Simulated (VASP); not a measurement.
# FeO (R-3m) in VASP: a series of runs, part 2 of 2

VASP 6.6.1.

### 4 Single point, PBEsol, collinear spin, ferromagnetic start

This run uses another cell than the first one, of 10.27 Å³/atom.

The input, INCAR:

```
ALGO = Normal ; EDIFF = 1E-6
ENCUT = 700 ; GGA = PS
GGA_COMPAT = False ; ISIF = 2
ISMEAR = -1 ; ISPIN = 2
LASPH = True ; LCHARG = False
LMAXMIX = 4 ; LORBIT = 11
LREAL = False ; LWAVE = False
MAGMOM = 3 0 ; NBANDS = 22
NELM = 200 ; PREC = Accurate
SIGMA = 0.05
```

The input, KPOINTS:

```
k-points
0
Gamma
  11 11 11
```

The input, POSCAR:

```
FeO
1.0
    1.5288796120      0.8826990556      2.5362637132
   -1.5288796120      0.8826990556      2.5362637132
    0.0000000000     -1.7653981111      2.5362637132
Fe O
1 1
Direct
    0.0000000000      0.0000000000      0.0000000000
    0.5000000000      0.5000000000      0.5000000000
```

Potentials or basis: VASP PAW PBE potentials, release 64 (Fe_sv, O).

Started as:

```sh
cat potpaw_PBE.64/Fe_sv/POTCAR potpaw_PBE.64/O/POTCAR > POTCAR
mpirun -np 1 vasp_std > vasp.out
```

OUTCAR:

```text
EDIFF = 1E-6
   ENCUT = 700
   GGA = PS
   ISIF = 2
   ISMEAR = -1
   ISPIN = 2
   LASPH = True
   LORBIT = 11
   LREAL = False
   NELM = 200
   PREC = Accurate

 ion  position               nearest neighbor table
   1  0.000  0.000  0.000-   2 2.17   2 2.17   2 2.17   2 2.17   2 2.17   2 2.17
   2  0.500  0.500  0.500-   1 2.17   1 2.17   1 2.17   1 2.17   1 2.17   1 2.17

  LATTYP: Found a trigonal (rhomboedric) cell.
 ALAT       =     3.0901883622
 COS(alpha) =     0.5104391626

  Lattice vectors:

 A1 = (   1.5288796120,   0.8826990556,   2.5362637132)
 A2 = (  -1.5288796120,   0.8826990556,   2.5362637132)
[... 1413 lines left out ...]

 VOLUME and BASIS-vectors are now :
 -----------------------------------------------------------------------------
  energy-cutoff  :      700.00
  volume of cell :       20.54
      direct lattice vectors                 reciprocal lattice vectors
     1.528879612  0.882699056  2.536263713     0.327036868  0.188814824  0.131426922
    -1.528879612  0.882699056  2.536263713    -0.327036868  0.188814824  0.131426922
     0.000000000 -1.765398111  2.536263713     0.000000000 -0.377629648  0.131426922

 POSITION                                       TOTAL-FORCE (eV/Angst)
 -----------------------------------------------------------------------------------
      0.00000      0.00000      0.00000        -0.000000     -0.000000      0.000000
      0.00000      0.00000      3.80440         0.000000      0.000000     -0.000000
 -----------------------------------------------------------------------------------
    total drift:                                0.000000      0.000000      0.000000

  FREE ENERGIE OF THE ION-ELECTRON SYSTEM (eV)
  ---------------------------------------------------
  free  energy   TOTEN  =       -15.9155287318 eV

  energy  without entropy=      -15.9036593111  energy(sigma->0) =      -15.90959402

 total charge

# of ion       s       p       d       tot
------------------------------------------
    1        2.102   5.995   5.502  13.599
    2        1.546   3.405   0.000   4.951
--------------------------------------------------
tot          3.648   9.400   5.502  18.550

 magnetization (x)

# of ion       s       p       d       tot
------------------------------------------
    1        0.015   0.010   3.445   3.470
    2        0.029   0.264   0.000   0.293
--------------------------------------------------
tot          0.045   0.274   3.445   3.763
```

OSZICAR:

```text
N       E                     dE             d eps       ncg     rms          rms(c)
DAV:   1     0.328129821613E+03    0.32813E+03   -0.13993E+04 13132   0.156E+03
DAV:   2     0.860334664863E+00   -0.32727E+03   -0.30837E+03 13220   0.492E+02
DAV:   3    -0.180938588374E+02   -0.18954E+02   -0.18689E+02 15410   0.135E+02
DAV:   4    -0.184299648386E+02   -0.33611E+00   -0.33601E+00 14612   0.197E+01
DAV:   5    -0.184392062702E+02   -0.92414E-02   -0.92411E-02 15424   0.340E+00    0.162E+01
DAV:   6    -0.165744712450E+02    0.18647E+01   -0.17505E+01 20166   0.590E+01    0.261E+01
DAV:   7    -0.159480115282E+02    0.62646E+00   -0.27333E+00 17598   0.328E+01    0.106E+01
DAV:   8    -0.159336579057E+02    0.14354E-01   -0.14858E-01 15074   0.356E+00    0.568E+00
DAV:   9    -0.159157409066E+02    0.17917E-01   -0.35818E-02 19546   0.277E+00    0.840E-01
DAV:  10    -0.159152905824E+02    0.45032E-03   -0.71422E-03 17798   0.122E+00    0.159E-01
DAV:  11    -0.159155081817E+02   -0.21760E-03   -0.96052E-04 17232   0.268E-01    0.727E-02
DAV:  12    -0.159155183620E+02   -0.10180E-04   -0.31605E-05 16360   0.597E-02    0.417E-02
DAV:  13    -0.159155291824E+02   -0.10820E-04   -0.26217E-05 15010   0.442E-02    0.146E-02
DAV:  14    -0.159155287318E+02    0.45061E-06   -0.79182E-07 11718   0.110E-02
   1 F= -.15915529E+02 E0= -.15909594E+02  d E =-.118694E-01  mag=     4.0014
```

It took 4.1 min on 1 thread of Intel Xeon Platinum 8259CL at 2.50GHz (Skylake/Cascade Lake), shared host; peak memory 0.28 GiB.

What came out:

- Free energy: -15.9155 eV
- Pressure: -13.6 GPa
- Band gap on the k mesh: zero (filled and empty bands overlap)
- Net moment: 4.00 μB per cell
- Site moments: Fe +3.47; O +0.29 μB
- Valence electrons inside the program's atomic spheres: Fe 13.60; O 4.95

Levels at points of the mesh, in eV from the Fermi level:
Spin up:
| k point | band 10 | band 11 | band 12 | band 13 | band 14 | band 15 | band 16 | band 17 |
| --- | --- | --- | --- | --- | --- | --- | --- | --- |
| (0.00, 0.00, 0.00) | -3.79 | -3.79 | -3.66 | -3.66 | -0.22 | 14.93 | 16.31 | 16.72 |
Spin down:
| k point | band 7 | band 8 | band 9 | band 10 | band 11 | band 12 |
| --- | --- | --- | --- | --- | --- | --- |
| (0.00, 0.00, 0.00) | -3.22 | -3.22 | -0.77 | -0.68 | -0.68 | 0.14 |

Caveat: the cell stands under tension; the PAW data sets were made with another functional, which shifts forces and pressure a little; a cell with one magnetic atom can't hold antiferromagnetic order, which such compounds often take; semilocal functionals often make such compounds metallic where correlation or magnetic order opens a gap, which also shifts bond lengths. With open d or f shells a metallic result of PBEsol can be an artefact of self-interaction; +U or a hybrid may open a gap.

### 5 Single point, PBE, collinear spin, ferromagnetic start

This run uses another cell than the first one, of 9.87 Å³/atom.

The input, INCAR:

```
  PREC = Accurate
  ENCUT = 1340
  EDIFF = 1E-6
  ISMEAR = -1
  SIGMA = 0.05
  LREAL = F
  LASPH = T
  NELM = 200
  ALGO = Normal
  ISIF = 2
  LWAVE = F
  LCHARG = F
  ISPIN = 2
  MAGMOM = 3 0
  LORBIT = 11
  LMAXMIX = 4
  GGA = PE
  NBANDS = 22
  GGA_COMPAT = F
```

The input, KPOINTS:

```
Automatic mesh
0
Gamma
  11 11 11
```

The input, POSCAR:

```
FeO
1.0
    1.5086271663      0.8710063006      2.5026668604
   -1.5086271663      0.8710063006      2.5026668604
    0.0000000000     -1.7420126011      2.5026668604
Fe O
1 1
Direct
    0.0000000000      0.0000000000      0.0000000000
    0.5000000000      0.5000000000      0.5000000000
```

Potentials or basis: VASP PAW PBE potentials, release 64 (Fe_sv, O_h).

Started as:

```sh
cat potpaw_PBE.64/Fe_sv/POTCAR potpaw_PBE.64/O_h/POTCAR > POTCAR
mpirun -np 1 vasp_std > vasp.out
```

Wall time 5.5 min (1 thread of Intel Xeon Platinum 8559C (Emerald Rapids), shared host); peak memory 0.51 GiB.

Results (log left out):

- Free energy: -15.0461 eV
- Pressure: 1.9 GPa
- Band gap on the k mesh: zero (filled and empty bands overlap)
- Net moment: 4.00 μB per cell
- Site moments: Fe +3.48; O +0.23 μB
- Valence electrons inside the program's atomic spheres: Fe 13.62; O 3.35

Stress tensor (GPa, compression positive):
```
2.17 0.00 0.00
0.00 2.17 0.00
0.00 0.00 1.26
```

Levels at points of the mesh, in eV from the Fermi level:
Spin up:
```
           k point  band 9  band 10  band 11  band 12  band 13  band 14  band 15  band 16  band 17  band 18
(0.00, 0.00, 0.00)   -3.89    -3.87    -3.87    -3.68    -3.68     0.10    15.29    16.80    17.21    17.21
```
Spin down:
| k point | band 6 | band 7 | band 8 | band 9 | band 10 | band 11 | band 12 | band 13 |
| --- | --- | --- | --- | --- | --- | --- | --- | --- |
| (0.00, 0.00, 0.00) | -3.44 | -3.34 | -3.34 | -0.82 | -0.73 | -0.73 | 0.22 | 0.22 |

Caveat: a cell with one magnetic atom can't hold antiferromagnetic order, which such compounds often take; semilocal functionals often make such compounds metallic where correlation or magnetic order opens a gap, which also shifts bond lengths. With open d or f shells a metallic result of PBE can be an artefact of self-interaction; +U or a hybrid may open a gap.

### 6 The runs side by side

```csv
level,potentials or basis,spin,cell,cutoff (eV),gap on the mesh (eV),pressure (GPa),moment (μB)
PBE,"VASP PAW PBE potentials, release 64 (Fe_sv, O)",off,"a = 3.070 Å, angles 59.3°, 2 atoms",700,none,-27.0,-
PBEsol,"VASP PAW PBE potentials, release 64 (Fe_sv, O)","collinear, ferromagnetic start","a = 3.049 Å, angles 59.3°, 2 atoms",700,none,-7.0,4.00
PBEsol,"VASP PAW PBE potentials, release 64 (Fe_sv, O)","collinear, ferromagnetic start","a = 3.090 Å, angles 59.3°, 2 atoms",700,none,-13.6,4.00
PBE,"VASP PAW PBE potentials, release 64 (Fe_sv, O_h)","collinear, ferromagnetic start","a = 3.049 Å, angles 59.3°, 2 atoms",1340,none,1.9,4.00
```

Alike in all rows: task single point; k mesh 11 × 11 × 11; smearing fermi-dirac 0.05 eV.

Caveats: semilocal functionals often make such compounds metallic where correlation or magnetic order opens a gap, which also shifts bond lengths; the cell stands under tension (at least some runs); a cell with one magnetic atom can't hold antiferromagnetic order, which such compounds often take (at least some runs); the PAW data sets were made with another functional, which shifts forces and pressure a little (at least some runs).

Total energies depend on the potentials used, so only differences within one code and one set of settings carry meaning.
